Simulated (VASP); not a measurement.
A run of VASP 6.6.1 is set up as follows.

Contents of INCAR:

```
SYSTEM = MgGaC4N4
PREC = Accurate
ENCUT = 520
EDIFF = 1E-6
ISMEAR = 0
SIGMA = 0.2
LREAL = .FALSE.
LASPH = .TRUE.
NELM = 100
ALGO = Fast
ISIF = 2
LWAVE = .FALSE.
LCHARG = .TRUE.
GGA = PE
LELF = .TRUE.
LVHAR = .TRUE.
NBANDS = 36
```

The input KPOINTS:

```
Automatic mesh
0
G
  4 4 4
  0 0 0
```

Contents of POSCAR:

```
MgGaC4N4
1.0
    3.7096880185     -4.0315590616      0.0000000000
    3.7096880185      4.0315590616      0.0000000000
    0.0000000000      0.0000000000      7.4883731217
Mg Ga C N
1 1 4 4
Direct
    0.5000000000      0.5000000000      0.5000000000
    0.0000000000      0.0000000000      0.0000000000
    0.8070636283      0.8070636283      0.8076531655
    0.1929363717      0.1929363717      0.1923468345
    0.8070636283      0.8070636283      0.1923468345
    0.1929363717      0.1929363717      0.8076531655
    0.6973701702      0.6973701702      0.6954666309
    0.3026298298      0.3026298298      0.3045333691
    0.6973701702      0.6973701702      0.3045333691
    0.3026298298      0.3026298298      0.6954666309
```

Potentials or basis: VASP PAW PBE potentials, release 64 (Mg, Ga_d, C, N).

Launch:

```bash
$ cat potpaw_PBE.64/Mg/POTCAR potpaw_PBE.64/Ga_d/POTCAR potpaw_PBE.64/C/POTCAR potpaw_PBE.64/N/POTCAR > POTCAR
$ mpirun -np 1 vasp_std > vasp.out
```

(1) Predict the pressure.

(2) Estimate the largest force.

(3) What does it give for the band gap on the k mesh?

Results:

(1) 0.3 GPa.

(2) 0.403 eV/Å.

(3) zero (an odd number of electrons rules out a gap without spin polarisation).
